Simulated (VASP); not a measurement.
The system is BN.

```xyz
4
Lattice="2.4645 0.0000 0.0000 -1.2322 2.1343 0.0000 0.0000 0.0000 6.5460" Properties=species:S:1:pos:R:3 pbc="T T T"
N     1.2322    0.7114    1.6365
N     0.0000    1.4229    4.9095
B     1.2322    0.7114    4.9095
B     0.0000    1.4229    1.6365
```

Base run:

| Quantity | Value |
| --- | --- |
| Program | VASP 6.6.1 |
| Functional | r2SCAN |
| Potentials or basis | VASP PAW PBE potentials, release 64 (N, B) |
| Cutoff | 520 eV |
| k mesh | 12 × 12 × 4 |
| Occupations | fermi-dirac, width 0.05 eV |
| Spin | no spin polarisation |

Its results: band gap on the k mesh 4.94 eV, indirect (least direct gap 5.39 eV); pressure 12.7 GPa.

Task: The run is repeated on the same cell with these changes: functional from r2SCAN to PBE. What comes out?

Result: Band gap on the k mesh 4.33 eV, indirect (least direct gap 4.76 eV); pressure 16.3 GPa.

r2SCAN gives the wider gap, since meta-GGAs in the generalised Kohn-Sham scheme recover part of the derivative discontinuity.

Caveats: the PAW data sets were made with another functional, which shifts forces and pressure a little (some runs); this functional lacks dispersion, which binds the layers, so the pressure and a relaxed spacing across them are unreliable (some runs).

A k mesh can miss the band edges.
